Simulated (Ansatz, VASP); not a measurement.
Sr: VASP beside Ansatz

The input INCAR:

```
ALGO = Normal
EDIFF = 1E-7
ENCUT = 520
GGA = PE
ISIF = 2
ISMEAR = 0
LASPH = True
LCHARG = False
LREAL = False
LWAVE = False
NBANDS = 17
NELM = 60
PREC = Accurate
SIGMA = 0.1
```

The input KPOINTS:

```
k-points
0
Gamma
  6 6 2
```

POSCAR

```
Sr
1.0
    4.3100002207      0.0000000000      0.0000000000
   -2.1550001104      3.7325696814      0.0000000000
    0.0000000000      0.0000000000      7.0500000000
Sr
2
Direct
    0.3333333333      0.6666666667      0.2500000000
    0.6666666667      0.3333333333      0.7500000000
```

Input for Ansatz:

```yaml
crystal:
  lattice:
    - [4.3100002207, 0.0, 0.0]
    - [-2.1550001104, 3.7325696814, 0.0]
    - [0.0, 0.0, 7.05]
  atoms:
    - { symbol: Sr, position: [0.3333333333, 0.6666666667, 0.25] }
    - { symbol: Sr, position: [0.6666666667, 0.3333333333, 0.75] }
basis:
  ecutwfc: 420
kpoints:
  mp_grid: { grid: [6, 6, 2] }
hamiltonian:
  xc: pbe
scf:
  occupations: { method: gaussian, width: 0.1 }
output:
  forces: true
  stress: true
  eigenvalues: true
```

Alike in both runs: task single point; functional PBE; k mesh 6 × 6 × 2; occupations gaussian, width 0.1 eV; no spin polarisation.

|  | VASP | Ansatz |
| --- | --- | --- |
| version | VASP 6.6.1 | Ansatz 0.2.0 |
| potentials or method | VASP PAW PBE potentials, release 64 (Sr_sv), cutoff 520 eV | scalar-relativistic, plane waves, PAW |
| valence electrons in the cell | 20 | 20 |

```csv
,VASP,Ansatz,Ansatz less VASP
gap on the k mesh at the Fermi level (eV),none,none,-
pressure (GPa),-0.2,-0.2,0.00
"traceless stress, the component that is largest in VASP (GPa)",0.11,0.13,+0.010
```

A gap of «none» marks a metal or a gap that the smearing closes.

The k mesh is coarse, so the values compare programs but aren't converged.
